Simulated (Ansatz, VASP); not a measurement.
In in VASP and in Ansatz

```xyz
1
Lattice="-1.5646 1.6389 2.4739 1.6389 -1.5646 2.4739 1.6134 1.6134 -2.4252" Properties=species:S:1:pos:R:3 pbc="T T T"
In    0.0000    0.0000    0.0000
```

Change from the starting cell: equal xy, yz and zx shear strains of +3 %.

Alike in both runs: task single point; functional PBE; k mesh 12 × 12 × 14; occupations fermi-dirac, width 0.05 eV; no spin polarisation.

|  | VASP | Ansatz |
| --- | --- | --- |
| version | VASP 6.6.1 | Ansatz 0.2.0 |
| potentials or method | VASP PAW PBE potentials, release 64 (In_d), cutoff 500 eV | all-electron LAPW, scalar-relativistic |

|  | VASP | Ansatz | Ansatz less VASP |
| --- | --- | --- | --- |
| pressure (GPa) | 2.1 | 2.1 | +0.04 |
| traceless stress, the component that is largest in VASP (GPa) | -0.59 | -0.59 | 0.000 |

Ansatz ran all-electron here, and VASP with PAW potentials.
